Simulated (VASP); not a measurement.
# Be (R-3m) in VASP: further runs

The runs below take Be through single point, relaxation of cell and atoms, with r2SCAN.

All numbers are computed with VASP 6.6.1; they aren't measurements. Logs are shortened: lines on timing, memory, paths and dates and some standing lists are left out, and cuts for length are marked.

## Step 1: The cell of the first run

The structure is trigonal, space group R-3m (No. 166). Conventional cell: a = 5.247 Å, b = 5.247 Å, c = 16.855 Å, α = 90.00°, β = 90.00°, γ = 120.00°. Be (site symmetry m) has 8 Be at 2.16 to 2.77 Å within 2.9 Å. Within 2.7 Å of Be (site symmetry m) lie 7 Be at 2.04 to 2.17 Å.

## Step 2: Single point, r2SCAN

File POSCAR:

```
Be
1.0
    2.6236385784      1.5147584395      5.6184519339
   -2.6236385784      1.5147584395      5.6184519339
    0.0000000000     -3.0295168789      5.6184519339
Be
12
Direct
    0.0738005980      0.5453839920      0.0738005980
    0.0738005980      0.0738005980      0.5453839920
    0.5453839920      0.0738005980      0.0738005980
    0.9261994020      0.4546160080      0.9261994020
    0.4546160080      0.9261994020      0.9261994020
    0.9261994020      0.9261994020      0.4546160080
    0.2289126554      0.6196088278      0.2289126554
    0.2289126554      0.2289126554      0.6196088278
    0.6196088278      0.2289126554      0.2289126554
    0.7710873446      0.3803911722      0.7710873446
    0.3803911722      0.7710873446      0.7710873446
    0.7710873446      0.7710873446      0.3803911722
```

File INCAR.step1:

```
SYSTEM = Be
PREC = Accurate ; ENCUT = 520
ISMEAR = 0 ; SIGMA = 0.1
LREAL = .False. ; LASPH = .True.
NELM = 60 ; NBANDS = 24
GGA = PE ; ALGO = Normal
EDIFF = 1E-4 ; LWAVE = .True.
LCHARG = .False.
```

File INCAR.step2:

```
SYSTEM = Be
PREC = Accurate ; ENCUT = 520
EDIFF = 1E-7 ; ISMEAR = 0
SIGMA = 0.1 ; LREAL = .False.
LASPH = .True. ; NELM = 60
ALGO = Normal ; ISIF = 2
LWAVE = .False. ; LCHARG = .False.
METAGGA = R2SCAN ; LMIXTAU = .True.
NBANDS = 24 ; ISTART = 1
```

File KPOINTS:

```
Automatic mesh
0
Gamma
  6 6 6
  0 0 0
```

Potentials or basis: VASP PAW PBE potentials, release 64 (Be).

Run with:

```bash
$ cat potpaw_PBE.64/Be/POTCAR > POTCAR
$ cp INCAR.step1 INCAR
$ mpirun -np 1 vasp_std > vasp.out
$ cp INCAR.step2 INCAR
$ mpirun -np 1 vasp_std > vasp.out
```

OUTCAR:

```text
SYSTEM = Be
   PREC = Accurate
   ENCUT = 520
   EDIFF = 1E-7
   ISMEAR = 0
   LREAL = .False.
   LASPH = .True.
   NELM = 60
   ISIF = 2
   METAGGA = R2SCAN
   ISTART = 1

 ion  position               nearest neighbor table
   1  0.074  0.545  0.074-  11 2.16  12 2.16   7 2.17   4 2.18
   2  0.074  0.074  0.545-  10 2.16  11 2.16   8 2.17   6 2.18
   3  0.545  0.074  0.074-  10 2.16  12 2.16   9 2.17   5 2.18
   4  0.926  0.455  0.926-   9 2.16   8 2.16  10 2.17   1 2.18
   5  0.455  0.926  0.926-   7 2.16   8 2.16  11 2.17   3 2.18
   6  0.926  0.926  0.455-   7 2.16   9 2.16  12 2.17   2 2.18
   7  0.229  0.620  0.229-  11 2.04  12 2.04   8 2.05   9 2.05   5 2.16   6 2.16   1 2.17
   8  0.229  0.229  0.620-  10 2.04  11 2.04   7 2.05   9 2.05   4 2.16   5 2.16   2 2.17
   9  0.620  0.229  0.229-  10 2.04  12 2.04   8 2.05   7 2.05   4 2.16   6 2.16   3 2.17
  10  0.771  0.380  0.771-   9 2.04   8 2.04  12 2.05  11 2.05   3 2.16   2 2.16   4 2.17
  11  0.380  0.771  0.771-   7 2.04   8 2.04  12 2.05  10 2.05   1 2.16   2 2.16   5 2.17
  12  0.771  0.771  0.380-   7 2.04   9 2.04  10 2.05  11 2.05   1 2.16   3 2.16   6 2.17

  LATTYP: Found a trigonal (rhomboedric) cell.
 ALAT       =     6.3831790398
 COS(alpha) =     0.6621188528

  Lattice vectors:

 A1 = (   2.6236385784,   1.5147584395,   5.6184519339)
 A2 = (  -2.6236385784,   1.5147584395,   5.6184519339)
 A3 = (   0.0000000000,  -3.0295168789,   5.6184519339)

Analysis of symmetry for initial positions (statically):
=====================================================================
 Subroutine PRICEL returns:
 Original cell was already a primitive cell.

 Routine SETGRP: Setting up the symmetry group for a
 trigonal (rhombohedral) supercell.

 Subroutine GETGRP returns: Found 12 space group operations
 (whereof 12 operations were pure point group operations)
 out of a pool of 12 trial point group operations.

The static configuration has the point symmetry D_3d.

Analysis of symmetry for dynamics (positions and initial velocities):
=====================================================================
 Subroutine PRICEL returns:
 Original cell was already a primitive cell.

 Routine SETGRP: Setting up the symmetry group for a
 trigonal (rhombohedral) supercell.

 Subroutine GETGRP returns: Found 12 space group operations
 (whereof 12 operations were pure point group operations)
 out of a pool of 12 trial point group operations.

The dynamic configuration has the point symmetry D_3d.

 Subroutine INISYM returns: Found 12 space group operations
 (whereof 12 operations are pure point group operations),
 and found     1 'primitive' translations

----------------------------------------------------------------------------------------

                                     Primitive cell

  volume of cell :     133.9724

  direct lattice vectors                    reciprocal lattice vectors
     2.623638578  1.514758439  5.618451934     0.190575030  0.110028545  0.059328323
    -2.623638578  1.514758439  5.618451934    -0.190575030  0.110028545  0.059328323
     0.000000000 -3.029516879  5.618451934     0.000000000 -0.220057089  0.059328323

  length of vectors
     6.383179040  6.383179040  6.383179040     0.227914397  0.227914397  0.227914397

  position of ions in fractional coordinates (direct lattice)
     0.073800598  0.545383992  0.073800598
     0.073800598  0.073800598  0.545383992
     0.545383992  0.073800598  0.073800598
     0.926199402  0.454616008  0.926199402
     0.454616008  0.926199402  0.926199402
     0.926199402  0.926199402  0.454616008
     0.228912655  0.619608828  0.228912655
     0.228912655  0.228912655  0.619608828
     0.619608828  0.228912655  0.228912655
     0.771087345  0.380391172  0.771087345
     0.380391172  0.771087345  0.771087345
     0.771087345  0.771087345  0.380391172

  ion indices of the primitive-cell ions
   primitive index   ion index
                 1           1
                 2           2
                 3           3
                 4           4
                 5           5
                 6           6
                 7           7
                 8           8
                 9           9
                10          10
                11          11
                12          12

----------------------------------------------------------------------------------------

 KPOINTS: Automatic mesh

Automatic generation of k-mesh.
 Grid dimensions read from file:
 generate k-points for:    6    6    6

 Generating k-lattice:

  Cartesian coordinates                     Fractional coordinates (reciprocal lattice)
     0.031762505  0.018338091  0.009888054     0.166666667  0.000000000  0.000000000
    -0.031762505  0.018338091  0.009888054     0.000000000  0.166666667  0.000000000
     0.000000000 -0.036676182  0.009888054     0.000000000  0.000000000  0.166666667

  Length of vectors
     0.037985733  0.037985733  0.037985733

  Shift w.r.t. Gamma in fractional coordinates (k-lattice)
     0.000000000  0.000000000  0.000000000

 Subroutine IBZKPT returns following result:
 ===========================================

 Found     32 irreducible k-points:

 Following reciprocal coordinates:
            Coordinates               Weight
  0.000000  0.000000  0.000000      1.000000
  0.166667  0.000000  0.000000      6.000000
  0.333333 -0.000000  0.000000      6.000000
  0.500000 -0.000000  0.000000      3.000000
  0.166667  0.166667  0.000000      6.000000
  0.333333  0.166667  0.000000     12.000000
[... 16 lines left out ...]
  0.500000  0.500000  0.166667      6.000000
 -0.333333  0.500000  0.166667     12.000000
 [... further k-points ...]
   k-points           NKPTS =     32   k-points in BZ     NKDIM =     32   number of bands    NBANDS=     24
   number of dos      NEDOS =    301   number of ions     NIONS =     12
   total plane-waves  NPLWV = 110592
   dimension x,y,z NGX =    48 NGY =   48 NGZ =   48
   dimension x,y,z NGXF=    96 NGYF=   96 NGZF=   96
   ions per type =              12
   NGX,Y,Z   is equivalent  to a cutoff of  12.50, 12.50, 12.50 a.u.
   NGXF,Y,Z  is equivalent  to a cutoff of  25.00, 25.00, 25.00 a.u.
 SYSTEM =  Be
   PREC   = accura    normal or accurate (medium, high low for compatibility)
   ISTART =      1    job   : 0-new  1-cont  2-samecut
   ICHARG =      0    charge: 1-file 2-atom 10-const
   ISPIN  =      1    spin polarized calculation?
   LNONCOLLINEAR =      F non collinear calculations
   LSORBIT =      F    spin-orbit coupling
   LASPH  =      T    aspherical Exc in radial PAW
   ENCUT  =  520.0 eV  38.22 Ry    6.18 a.u.  11.87 11.87 11.87*2*pi/ulx,y,z
   NELM   =     60;   NELMIN=  2; NELMDL=  0     # of ELM steps
   EDIFF  = 0.1E-06   stopping-criterion for ELM
   LREAL  =      F    real-space projection
   EDIFFG = 0.1E-05   stopping-criterion for IOM
   NSW    =      0    number of steps for IOM
   IBRION =     -1    ionic relax: 0-MD 1-quasi-New 2-CG
   NFREE  =      0    steps in history (QN), initial steepest desc. (CG)
   ISIF   =      2    stress and relaxation
   ISYM   =      2    0-nonsym 1-usesym 2-fastsym
   POTIM  = 0.5000    time-step for ionic-motion
   TEBEG  =    0.0;   TEEND  =   0.0 temperature during run
   PSTRESS=    0.0 pullay stress
   NELECT =      24.0000    total number of electrons
   NUPDOWN=      -1.0000    fix difference up-down
   EMIN   =  10.00;   EMAX   =-10.00  energy-range for DOS
   EFERMI =   0.00;   METHOD = LEGACY
   ISMEAR =     0;   SIGMA  =   0.10  broadening in eV -4-tet -1-fermi 0-gaus
   EFERMI_NEDOS =   21; number of points for ismear=-14 and -15
   IALGO  =     38    algorithm
   IMIX   =      4    mixing-type and parameters
     AMIX     =   0.40;   BMIX     =  1.00
     AMIX_MAG =   1.60;   BMIX_MAG =  1.00
  volume/ion in A,a.u.               =      11.16        75.34
  Fermi-wavevector in a.u.,A,eV,Ry     =   0.922869  1.743970 11.587912  0.851688
  Thomas-Fermi vector in A             =   2.048443
   LORBIT       =      0    0 simple, 1 ext, 2 COOP (PROOUT), +10 PAW based schemes
   METAGGA = R2SCAN    functional components
   LHFCALC =     F    Hartree Fock is set to
   AEXX    =    0.0000 exact exchange contribution
   IVDW    =     0    specifies the selected vdW correction
   LEPSILON=     F    determine dielectric tensor
   LRPA    =     F    only Hartree local field effects (RPA)
 non-spin polarized calculation
 Gauss-broadening in eV      SIGMA  =   0.10
  energy-cutoff  :      520.00
  volume of cell :      133.97
 maximum number of plane-waves:      3644
   NGX = 23   NGY = 23   NGZ = 23

 number of electron      24.0000000 magnetization

 Free energy of the ion-electron system (eV)
  ---------------------------------------------------
  ext. energy  EPLUGINS =         0.00000000
  ---------------------------------------------------
  free energy    TOTEN  =       -41.45419414 eV

  energy without entropy =      -41.43239603  energy(sigma->0) =      -41.44329509

 E-fermi :   3.3710     XC(G=0):  -9.8553

 val. band max:        3.3634034475   @ k =   0.3333   0.3333   0.1667
 cond. band min:       3.3803170412   @ k =   0.5000   0.5000   0.0000
 fundamental gap:      0.0169135937
 Fermi energy:         3.3710162935

 k-point     1 :       0.0000    0.0000    0.0000
  band No.  band energies     occupation
      1      -6.1314      2.00000
      2      -2.1042      2.00000
      3      -1.6846      2.00000
      4      -0.6067      2.00000
      5      -0.6067      2.00000
      6       0.0312      2.00000
[... 16 lines left out ...]
     23      11.3748      0.00000
     24      11.3748      0.00000
[... 598 lines left out ...]
      2      -3.8928      2.00000
      3      -3.1449      2.00000
      4      -2.5886      2.00000
      5      -0.9958      2.00000
      6       0.0198      2.00000
[... 16 lines left out ...]
     23       9.8867      0.00000
     24      10.1833      0.00000

 [... further k-points ...]

------------------------ aborting loop because EDIFF is reached ----------------------------------------

  FORCE on cell =-STRESS in cart. coord.  units (eV):
  Direction    XX          YY          ZZ          XY          YZ          ZX
  --------------------------------------------------------------------------------------
  -------------------------------------------------------------------------------------
  Total        0.0966501      0.0966501      0.0580010     -0.0000000      0.0000000      0.0000000
  in kB        1.1558393      1.1558393      0.6936348     -0.0000000      0.0000000      0.0000000
  external PRESSURE =       1.0017711 kB  Pullay stress =       0.0000000 kB

 VOLUME and BASIS-vectors are now :
 -----------------------------------------------------------------------------
  energy-cutoff  :      520.00
  volume of cell :      133.97
      direct lattice vectors                 reciprocal lattice vectors
     2.623638578  1.514758439  5.618451934     0.190575030  0.110028545  0.059328323
    -2.623638578  1.514758439  5.618451934    -0.190575030  0.110028545  0.059328323
     0.000000000 -3.029516879  5.618451934     0.000000000 -0.220057089  0.059328323

 POSITION                                       TOTAL-FORCE (eV/Angst)
 -----------------------------------------------------------------------------------
     -1.23726      0.71433      3.89350        -0.005533      0.003194     -0.022648
      0.00000     -1.42867      3.89350         0.000000     -0.006388     -0.022648
      1.23726      0.71433      3.89350         0.005533      0.003194     -0.022648
      1.23726     -0.71433     12.96185         0.005533     -0.003194      0.022648
     -1.23726     -0.71433     12.96185        -0.005533     -0.003194      0.022648
      0.00000      1.42867     12.96185         0.000000      0.006388      0.022648
     -1.02505      0.59181      6.05351        -0.005335      0.003080      0.000260
      0.00000     -1.18362      6.05351         0.000000     -0.006160      0.000260
      1.02505      0.59181      6.05351         0.005335      0.003080      0.000260
      1.02505     -0.59181     10.80184         0.005335     -0.003080     -0.000260
     -1.02505     -0.59181     10.80184        -0.005335     -0.003080     -0.000260
      0.00000      1.18362     10.80184         0.000000      0.006160     -0.000260
 -----------------------------------------------------------------------------------
    total drift:                               -0.000000      0.000000     -0.000000

  FREE ENERGIE OF THE ION-ELECTRON SYSTEM (eV)
  ---------------------------------------------------
  free  energy   TOTEN  =       -41.4541941439 eV

  energy  without entropy=      -41.4323960305  energy(sigma->0) =      -41.44329509
```

Run time: 4.1 min. Hardware: 1 thread of Intel Xeon 6975P-C (Granite Rapids), shared host; peak memory 0.37 GiB.

Results:

| Item | Value |
| --- | --- |
| Free energy | -41.4542 eV |
| Pressure | 0.1 GPa |
| Largest force | 0.024 eV/Å |
| Band gap on the k mesh | zero (bands 12 and 13 overlap by 1.15 eV) |

Forces in eV/Å, atoms in the order of the input:
```
Be  -0.006  0.003 -0.023
Be   0.000 -0.006 -0.023
Be   0.006  0.003 -0.023
Be   0.006 -0.003  0.023
Be  -0.006 -0.003  0.023
Be   0.000  0.006  0.023
Be  -0.005  0.003  0.000
Be   0.000 -0.006  0.000
Be   0.005  0.003  0.000
Be   0.005 -0.003  0.000
Be  -0.005 -0.003  0.000
Be   0.000  0.006  0.000
```

Caveat: the PAW data sets were made with another functional, which shifts forces and pressure a little.

## Step 3: Relaxation of cell and atoms, r2SCAN

This run uses another cell than the first one, of 8.45 Å³/atom.

File POSCAR:

```
Be
1.0
    2.5794137354      1.4892252145      4.3989377609
   -2.5794137354      1.4892252145      4.3989377609
    0.0000000000     -2.9784504289      4.3989377609
Be
12
Direct
    0.0101900000      0.6536100000      0.0101900000
    0.0101900000      0.0101900000      0.6536100000
    0.6536100000      0.0101900000      0.0101900000
    0.9898100000      0.3463900000      0.9898100000
    0.3463900000      0.9898100000      0.9898100000
    0.9898100000      0.9898100000      0.3463900000
    0.2211800000      0.6306000000      0.2211800000
    0.2211800000      0.2211800000      0.6306000000
    0.6306000000      0.2211800000      0.2211800000
    0.7788200000      0.3694000000      0.7788200000
    0.3694000000      0.7788200000      0.7788200000
    0.7788200000      0.7788200000      0.3694000000
```

File INCAR.step1:

```
SYSTEM = Be
  PREC = Accurate
  ENCUT = 600
  ISMEAR = 0
  SIGMA = 0.1
  LREAL = .FALSE.
  LASPH = .TRUE.
  NELM = 100
  GGA = PE
  ALGO = Normal
  EDIFF = 1E-4
  LWAVE = .TRUE.
  LCHARG = .FALSE.
```

File INCAR.step2:

```
SYSTEM = Be
  PREC = Accurate
  ENCUT = 600
  EDIFF = 1E-7
  ISMEAR = 0
  SIGMA = 0.1
  LREAL = .FALSE.
  LASPH = .TRUE.
  NELM = 100
  ALGO = Normal
  ISIF = 3
  LWAVE = .FALSE.
  LCHARG = .FALSE.
  METAGGA = R2SCAN
  LMIXTAU = .TRUE.
  IBRION = 2
  NSW = 90
  EDIFFG = -0.04
  ISTART = 1
```

File KPOINTS:

```
Automatic mesh
0
G
  6 6 6
  0 0 0
```

Potentials or basis: VASP PAW PBE potentials, release 64 (Be).

Run with:

```bash
$ cat potpaw_PBE.64/Be/POTCAR > POTCAR
$ cp INCAR.step1 INCAR
$ mpirun -np 1 vasp_std > vasp.out
$ cp INCAR.step2 INCAR
$ mpirun -np 1 vasp_std > vasp.out
```

It took 43 min on 1 thread of Intel Xeon 6975P-C (Granite Rapids), shared host; peak memory 0.3 GiB.

Results (log left out):

```
Free energy                           : -41.4502 eV
Relaxed volume                        : 11.27 Å³/atom
Relaxed cell                          : a = 6.419 Å, b = 6.419 Å, c = 6.419 Å, α = 48.31°, β = 48.31°, γ = 48.31°
Space group after relaxing (to 0.1 Å) : R-3m (No. 166)
Energy gained by relaxing             : 762.8 meV/atom
Ionic steps                           : 22
Pressure after relaxing               : -0.2 GPa
Largest force after relaxing          : 0.038 eV/Å
Band gap on the k mesh                : zero (bands 12 and 13 overlap by 1.21 eV)
```

Forces in eV/Å, atoms in the order of the input:
```
Be   0.017 -0.010 -0.032
Be   0.000  0.020 -0.032
Be  -0.017 -0.010 -0.032
Be  -0.017  0.010  0.032
Be   0.017  0.010  0.032
Be   0.000 -0.020  0.032
Be   0.011 -0.007 -0.001
Be   0.000  0.013 -0.001
Be  -0.011 -0.007 -0.001
Be  -0.011  0.007  0.001
Be   0.011  0.007  0.001
Be   0.000 -0.013  0.001
```

Stress tensor (GPa, compression positive):
```
-0.25  0.00  0.00
 0.00 -0.25  0.00
 0.00  0.00  0.01
```

Step by step:
```tsv
step	energy change (eV)	largest force (eV/Å)	pressure (GPa)	volume (Å³)
1	0.0000	3.6798	51.96	101.39
2	-7.4343	1.3985	0.72	146.80
3	-7.4615	1.4065	2.17	143.51
4	-8.2054	0.5339	-1.47	149.76
5	-8.3207	0.4643	-2.91	153.66
6	-8.5866	0.5499	-1.71	149.39
7	-8.7830	0.7052	0.62	142.49
8	-8.9753	0.3649	-0.32	141.34
9	-9.0315	0.3619	-0.83	139.96
10	-9.0342	0.3128	-0.79	140.19
11	-9.0913	0.1892	-0.05	137.92
12	-9.1007	0.1191	0.49	136.49
13	-9.1264	0.1010	-0.03	136.53
14	-9.1271	0.1281	-0.12	136.54
15	-9.1367	0.0780	-0.16	136.20
16	-9.1376	0.1061	-0.17	136.06
17	-9.1443	0.0541	0.02	135.33
18	-9.1448	0.0655	0.10	135.07
19	-9.1495	0.0432	0.12	134.95
20	-9.1514	0.0545	0.15	134.81
21	-9.1535	0.0416	-0.20	135.27
22	-9.1536	0.0377	-0.16	135.22
```

Final structure:
```
Be
1.0
     2.62675    1.51656    5.65753
    -2.62675    1.51656    5.65753
     0.00000   -3.03311    5.65753
Be
12
Direct
  0.06201 0.56706 0.06201
  0.06201 0.06201 0.56706
  0.56706 0.06201 0.06201
  0.93799 0.43294 0.93799
  0.43294 0.93799 0.93799
  0.93799 0.93799 0.43294
  0.22840 0.61705 0.22840
  0.22840 0.22840 0.61705
  0.61705 0.22840 0.22840
  0.77160 0.38295 0.77160
  0.38295 0.77160 0.77160
  0.77160 0.77160 0.38295
```

Levels at points of the mesh, in eV from the Fermi level:
```
           k point  band 8  band 9  band 10  band 11  band 12  band 13  band 14  band 15  band 16  band 17
(0.00, 0.00, 0.00)   -2.86   -2.86    -1.63    -1.08    -1.08    -0.58    -0.58     0.85     1.56     1.56
(0.50, 0.00, 0.00)   -2.67   -2.53    -1.61    -0.21    -0.18     1.28     1.43     2.61     3.08     3.23
(0.50, 0.50, 0.00)   -1.42   -0.92    -0.75    -0.51     0.04     0.05     0.86     1.84     1.89     3.36
(0.50, 0.50, 0.50)   -2.63   -1.73    -0.67    -0.65    -0.65     0.29     0.29     0.45     0.68     0.68
```

Caveat: the volume moved by over 15 % at a fixed basis, so the end points are rough; the PAW data sets were made with another functional, which shifts forces and pressure a little.

The gap in the log of VASP goes by the Fermi energy; the results here count the filled bands.